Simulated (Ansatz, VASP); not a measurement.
# WSe2 in VASP and in Ansatz

Contents of INCAR:

```
PREC = Accurate
ENCUT = 520
EDIFF = 1E-6
ISMEAR = 0
SIGMA = 0.05
LREAL = F
LASPH = T
NELM = 60
ALGO = Normal
ISIF = 2
LWAVE = F
LCHARG = T
LDIPOL = T
IDIPOL = 3
DIPOL = 0.5 0.5 0.389
GGA = PE
IVDW = 12
LELF = T
LVHAR = T
LVACPOTAV = T
NBANDS = 35
```

The input KPOINTS:

```
Automatic mesh
0
Gamma
  9 9 1
```

The input POSCAR:

```
WSe2
1.0
    3.2854926884      0.0000000000      0.0000000000
   -1.6427463442      2.8453201321      0.0000000000
    0.0000000000      0.0000000000     24.2386466672
Se W
4 2
Direct
    0.3333333333      0.6666666667      0.1856539295
    0.3333333333      0.6666666667      0.3246601777
    0.3333333333      1.1666666667      0.4529676712
    0.3333333333      1.1666666667      0.5919739193
    0.6666666667      0.3333333333      0.2551570536
    0.6666666667      0.8333333333      0.5224707953
```

Input for Ansatz:

```yaml
crystal:
  lattice:
    - [3.2854926884, 0.0, 0.0]
    - [-1.6427463442, 2.8453201321, 0.0]
    - [0.0, 0.0, 24.2386466672]
  atoms:
    - { symbol: Se, position: [0.3333333333, 0.6666666667, 0.1856539295] }
    - { symbol: W, position: [0.6666666667, 0.3333333333, 0.2551570536] }
    - { symbol: Se, position: [0.3333333333, 0.6666666667, 0.3246601777] }
    - { symbol: Se, position: [0.3333333333, 1.1666666667, 0.4529676712] }
    - { symbol: W, position: [0.6666666667, 0.8333333333, 0.5224707953] }
    - { symbol: Se, position: [0.3333333333, 1.1666666667, 0.5919739193] }
basis:
  ecutwfc: 420
kpoints:
  mp_grid: { grid: [9, 9, 1] }
hamiltonian:
  xc: pbe
  pseudopotentials: { kind: paw, azcp: { folder: soft_1 } }
  dispersion: d3bj
scf:
  occupations: { method: gaussian, width: 0.05 }
output:
  forces: true
  eigenvalues: true
  write_density: true
  write_potential: true
  elf: true
  volumetric_format: npy
efield:
  axis: 3
  dipole_correction: true
  ramp_width: 0.04
```

Alike in both runs: task single point; functional PBE; dispersion D3(BJ); k mesh 9 × 9 × 1; occupations gaussian, width 0.05 eV; no spin polarisation.

|  | VASP | Ansatz |
| --- | --- | --- |
| version | VASP 6.6.1 | Ansatz 0.2.0 |
| potentials or method | VASP PAW PBE potentials, release 64 (Se, W_sv), cutoff 520 eV | scalar-relativistic, plane waves, PAW |
| valence electrons in the cell | 52 | 92 |

|  | VASP | Ansatz | Ansatz less VASP |
| --- | --- | --- | --- |
| gap on the k mesh at the Fermi level (eV) | 1.41 | 1.42 | +0.005 |
| least direct gap on the mesh (eV) | 1.65 | 1.65 | +0.004 |
| rms of the force components (eV/Å) | 0.015 | 0.022 | +0.0065 |

VASP's potentials hold 52 valence electrons a cell and Ansatz's 92, so a difference there can come from the potentials and not from the codes.

Spin-orbit coupling is off throughout.
